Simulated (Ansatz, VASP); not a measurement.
**One calculation of C, two programs**

```xyz
2
Lattice="0.0000 1.7834 1.7715 1.7834 0.0000 1.7715 1.7834 1.7834 0.0000" Properties=species:S:1:pos:R:3 pbc="T T T"
C     0.0000    0.0000    0.0000
C     0.8917    0.8917    0.8857
```

Alike in both runs: task single point; functional PBE; k mesh 10 × 10 × 10; occupations fermi-dirac, width 0.02 eV; no spin polarisation.

|  | VASP | Ansatz |
| --- | --- | --- |
| version | VASP 6.6.1 | Ansatz 0.2.0 |
| potentials or method | VASP PAW PBE potentials, release 64 (C), cutoff 520 eV | plane waves, PAW |
| valence electrons in the cell | 8 | 8 |

Ansatz gave:

```
pressure (GPa)                                                : 4.8
traceless stress, the component that is largest in VASP (GPa) : 4.15
```

Task: Estimate VASP's values.

Result: Pressure (GPa): 5.5; traceless stress, the component that is largest in VASP (GPa): 4.15.
